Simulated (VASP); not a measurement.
# B3As4 (P-43m) in VASP: relaxation of the atoms with PBE

Aim: the relaxation of the atoms of B3As4 with PBE.

All numbers are computed with VASP 6.6.1; they aren't measurements. Logs are shortened: lines on timing, memory, paths and dates and some standing lists are left out, and cuts for length are marked.

## (1) The cell of the first run

It takes space group P-43m (No. 215, cubic). The conventional cell has a = 4.570 Å, b = 4.570 Å, c = 4.570 Å, α = 90.00°, β = 90.00°, γ = 90.00°. B (site symmetry -42m) has 4 As at 2.00 Å within 2.6 Å. Within 2.6 Å of As (site symmetry 3m) lie 3 B at 2.00 Å.

## (2) Relaxation of the atoms, PBE (13.64 Å³/atom)

Input file INCAR:

```
SYSTEM = B3As4
ALGO = Normal
EDIFF = 1E-7
EDIFFG = -0.01
ENCUT = 450
GGA = PE
GGA_COMPAT = .False.
IBRION = 2
ISIF = 2
ISMEAR = 0
LASPH = .True.
LCHARG = .False.
LREAL = .False.
LWAVE = .False.
NELM = 120
NELMIN = 4
NSW = 50
PREC = Accurate
SIGMA = 0.1
```

Input file KPOINTS:

```
k-points
0
Gamma
  6 6 6
  0 0 0
```

Input file POSCAR:

```
B3As4
1.0
    4.5700174331      0.0000000000      0.0000000000
    0.0000000000      4.5700174331      0.0000000000
    0.0000000000      0.0000000000      4.5700174331
B As
3 4
Direct
    0.5000000000      0.0000000000      0.5000000000
    0.0000000000      0.5000000000      0.5000000000
    0.5000000000      0.5000000000      0.0000000000
    0.7576057339      0.7576057339      0.2423942661
    0.2423942661      0.2423942661      0.2423942661
    0.7576057339      0.2423942661      0.7576057339
    0.2423942661      0.7576057339      0.7576057339
```

Potentials or basis: VASP PAW PBE potentials, release 64 (B, As).

Command:

```sh
cat potpaw_PBE.64/B/POTCAR potpaw_PBE.64/As/POTCAR > POTCAR
mpirun -np 1 vasp_std > vasp.out
```

OUTCAR:

```text
SYSTEM = B3As4
   EDIFF = 1E-7
   EDIFFG = -0.01
   ENCUT = 450
   GGA = PE
   IBRION = 2
   ISIF = 2
   ISMEAR = 0
   LASPH = .True.
   LREAL = .False.
   NELM = 120
   NELMIN = 4
   NSW = 50
   PREC = Accurate

 ion  position               nearest neighbor table
   1  0.500  0.000  0.500-   4 2.00   5 2.00   6 2.00   7 2.00
   2  0.000  0.500  0.500-   4 2.00   5 2.00   6 2.00   7 2.00
   3  0.500  0.500  0.000-   4 2.00   5 2.00   6 2.00   7 2.00
   4  0.758  0.758  0.242-   1 2.00   2 2.00   3 2.00
   5  0.242  0.242  0.242-   1 2.00   2 2.00   3 2.00
   6  0.758  0.242  0.758-   1 2.00   2 2.00   3 2.00
   7  0.242  0.758  0.758-   1 2.00   2 2.00   3 2.00

  LATTYP: Found a simple cubic cell.
 ALAT       =     4.5700174331

  Lattice vectors:

 A1 = (   4.5700174331,   0.0000000000,   0.0000000000)
 A2 = (   0.0000000000,   4.5700174331,   0.0000000000)
 A3 = (   0.0000000000,   0.0000000000,   4.5700174331)

Analysis of symmetry for initial positions (statically):
=====================================================================
 Subroutine PRICEL returns:
 Original cell was already a primitive cell.

 Routine SETGRP: Setting up the symmetry group for a
 simple cubic supercell.

 Subroutine GETGRP returns: Found 24 space group operations
 (whereof 24 operations were pure point group operations)
 out of a pool of 48 trial point group operations.

The static configuration has the point symmetry T_d .

Analysis of symmetry for dynamics (positions and initial velocities):
=====================================================================
 Subroutine PRICEL returns:
 Original cell was already a primitive cell.

 Routine SETGRP: Setting up the symmetry group for a
 simple cubic supercell.

 Subroutine GETGRP returns: Found 24 space group operations
 (whereof 24 operations were pure point group operations)
 out of a pool of 48 trial point group operations.

The dynamic configuration has the point symmetry T_d .

 Subroutine INISYM returns: Found 24 space group operations
 (whereof 24 operations are pure point group operations),
 and found     1 'primitive' translations

----------------------------------------------------------------------------------------

                                     Primitive cell

  volume of cell :      95.4451

  direct lattice vectors                    reciprocal lattice vectors
     4.570017433  0.000000000  0.000000000     0.218817546  0.000000000  0.000000000
     0.000000000  4.570017433  0.000000000     0.000000000  0.218817546  0.000000000
[... 81 lines left out ...]
   PREC   = accura    normal or accurate (medium, high low for compatibility)
   ISTART =      0    job   : 0-new  1-cont  2-samecut
   ICHARG =      2    charge: 1-file 2-atom 10-const
   ISPIN  =      1    spin polarized calculation?
   LNONCOLLINEAR =      F non collinear calculations
   LSORBIT =      F    spin-orbit coupling
   LASPH  =      T    aspherical Exc in radial PAW
   ENCUT  =  450.0 eV  33.07 Ry    5.75 a.u.   7.90  7.90  7.90*2*pi/ulx,y,z
   NELM   =    120;   NELMIN=  4; NELMDL= -5     # of ELM steps
   EDIFF  = 0.1E-06   stopping-criterion for ELM
   LREAL  =      F    real-space projection
   EDIFFG = -.1E-01   stopping-criterion for IOM
   NSW    =     50    number of steps for IOM
   IBRION =      2    ionic relax: 0-MD 1-quasi-New 2-CG
   NFREE  =      1    steps in history (QN), initial steepest desc. (CG)
   ISIF   =      2    stress and relaxation
   ISYM   =      2    0-nonsym 1-usesym 2-fastsym
   POTIM  = 0.5000    time-step for ionic-motion
   TEBEG  =    0.0;   TEEND  =   0.0 temperature during run
   PSTRESS=    0.0 pullay stress
   NELECT =      29.0000    total number of electrons
   NUPDOWN=      -1.0000    fix difference up-down
   EMIN   =  10.00;   EMAX   =-10.00  energy-range for DOS
   EFERMI =   0.00;   METHOD = LEGACY
   ISMEAR =     0;   SIGMA  =   0.10  broadening in eV -4-tet -1-fermi 0-gaus
   EFERMI_NEDOS =   21; number of points for ismear=-14 and -15
   IALGO  =     38    algorithm
   IMIX   =      4    mixing-type and parameters
     AMIX     =   0.40;   BMIX     =  1.00
     AMIX_MAG =   1.60;   BMIX_MAG =  1.00
  volume/ion in A,a.u.               =      13.64        92.01
  Fermi-wavevector in a.u.,A,eV,Ry     =   1.100583  2.079801 16.480518  1.211284
  Thomas-Fermi vector in A             =   2.236997
   LORBIT       =      0    0 simple, 1 ext, 2 COOP (PROOUT), +10 PAW based schemes
   GGA     = PE    functional components
   LHFCALC =     F    Hartree Fock is set to
   AEXX    =    0.0000 exact exchange contribution
   IVDW    =     0    specifies the selected vdW correction
   LEPSILON=     F    determine dielectric tensor
   LRPA    =     F    only Hartree local field effects (RPA)
 conjugate gradient relaxation of ions
 non-spin polarized calculation
 Gauss-broadening in eV      SIGMA  =   0.10
  energy-cutoff  :      450.00
  volume of cell :       95.45
 maximum number of plane-waves:      2103
 NGX is ok and might be reduce to    32
   NGX = 15   NGY = 15   NGZ = 15

--------------------------------------- Ionic step        1  -------------------------------------------

 number of electron      28.9999992 magnetization

 Free energy of the ion-electron system (eV)
  ---------------------------------------------------
  ext. energy  EPLUGINS =         0.00000000
  ---------------------------------------------------
  free energy    TOTEN  =       -36.61942224 eV

  energy without entropy =      -36.61276277  energy(sigma->0) =      -36.61609251

------------------------ aborting loop because EDIFF is reached ----------------------------------------

  FORCE on cell =-STRESS in cart. coord.  units (eV):
  Direction    XX          YY          ZZ          XY          YZ          ZX
  --------------------------------------------------------------------------------------
  -------------------------------------------------------------------------------------
  Total        9.9209154      9.9209154      9.9209154      0.0000000      0.0000000     -0.0000000
  in kB      166.5362413    166.5362413    166.5362413      0.0000000      0.0000000     -0.0000000
  external PRESSURE =     166.5362413 kB  Pullay stress =       0.0000000 kB
[... 69 lines left out ...]
--------------------------------------- Ionic step        3  -------------------------------------------

 number of electron      28.9999995 magnetization

 Free energy of the ion-electron system (eV)
  ---------------------------------------------------
  ext. energy  EPLUGINS =         0.00000000
  ---------------------------------------------------
  free energy    TOTEN  =       -36.63075651 eV

  energy without entropy =      -36.62514042  energy(sigma->0) =      -36.62794847

 E-fermi :   6.5840     XC(G=0): -10.8852

 val. band max:        6.5749595269   @ k =   0.3333   0.0000   0.0000
 cond. band min:       6.6728842395   @ k =   0.5000   0.3333   0.0000
 fundamental gap:      0.0979247126
 Fermi energy:         6.5839549632

 k-point     1 :       0.0000    0.0000    0.0000
  band No.  band energies     occupation
      1      -9.1673      2.00000
      2      -4.3322      2.00000
      3      -4.3322      2.00000
      4      -4.3322      2.00000
      5      -2.2492      2.00000
      6      -2.2492      2.00000
[... 443 lines left out ...]
  FREE ENERGIE OF THE ION-ELECTRON SYSTEM (eV)
  ---------------------------------------------------
  free  energy   TOTEN  =       -36.6307565147 eV

  energy  without entropy=      -36.6251404222  energy(sigma->0) =      -36.62794847

 reached required accuracy - stopping structural energy minimisation
```

Wall time 57 s (1 thread of Oxide Virtual Turin-like, shared host); peak memory 0.15 GiB.

Results:

```
Free energy               : -36.6308 eV
Energy gained by relaxing : 1.6 meV/atom
Ionic steps               : 3
Pressure after relaxing   : 15.7 GPa
Band gap on the k mesh    : zero (an odd number of electrons rules out a gap without spin polarisation)
```

Step by step:
| step | energy change (eV) | largest force (eV/Å) | pressure (GPa) |
| --- | --- | --- | --- |
| 1 | 0.0000 | 0.2985 | 16.65 |
| 2 | -0.0107 | 0.0730 | 15.95 |
| 3 | -0.0113 | 0.0013 | 15.73 |

Final structure:
```
CELL_PARAMETERS angstrom
4.57002 0.00000 0.00000
0.00000 4.57002 0.00000
0.00000 0.00000 4.57002
ATOMIC_POSITIONS crystal
B 0.50000 0.00000 0.50000
B 0.00000 0.50000 0.50000
B 0.50000 0.50000 0.00000
As 0.76003 0.76003 0.23997
As 0.23997 0.23997 0.23997
As 0.76003 0.23997 0.76003
As 0.23997 0.76003 0.76003
```

Levels at points of the mesh, in eV from the Fermi level:
```
           k point  band 11  band 12  band 13  band 14  band 15  band 16  band 17  band 18
(0.00, 0.00, 0.00)    -2.59    -2.59    -2.59     1.48     1.48     1.48     1.59     1.59
(0.50, 0.00, 0.00)    -2.48    -2.45    -2.45    -2.28    -0.56    -0.56     2.43     2.68
(0.50, 0.50, 0.00)    -3.76    -3.61    -1.89    -1.47     0.51     0.51     4.31     4.31
(0.50, 0.50, 0.50)    -1.70    -1.29    -1.29     1.25     1.25     1.25     4.00     4.00
```

Caveat: an odd number of electrons without spin polarisation forces a metal; a magnetic or distorted state may lie lower.

The gap in the log of VASP goes by the Fermi energy; the results here count the filled bands.